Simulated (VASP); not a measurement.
The system is C.

```
C
1.0
     0.01306    1.77538    1.77538
     1.77538    0.01306    1.77538
     1.77538    1.77538    0.01306
C
2
Cartesian
  0.0003 0.0003 0.0003
  0.8907 0.8907 0.8907
```

This cell differs from its parent crystal: epitaxial 111 strain -1.0%.

Base run:

* Program: VASP 6.6.1
* Functional: r2SCAN
* Potentials or basis: VASP PAW PBE potentials, release 64 (C)
* Cutoff: 520 eV
* k mesh: 12 × 12 × 12
* Occupations: gaussian, width 0.01 eV
* Spin: no spin polarisation

Its results: band gap on the k mesh 4.39 eV, indirect (least direct gap 5.66 eV); pressure 10.2 GPa; largest force 0.005 eV/Å.

Q: The run is repeated on the same cell with these changes: functional from r2SCAN to PBE; occupations from gaussian, width 0.01 eV to fermi-dirac, width 0.02 eV. What comes out?

A: Band gap on the k mesh 4.19 eV, indirect (least direct gap 5.42 eV); pressure 13.9 GPa; largest force 0.018 eV/Å.

Caveats: the PAW data sets were made with another functional, which shifts forces and pressure a little (some runs).

A k mesh can miss the band edges.
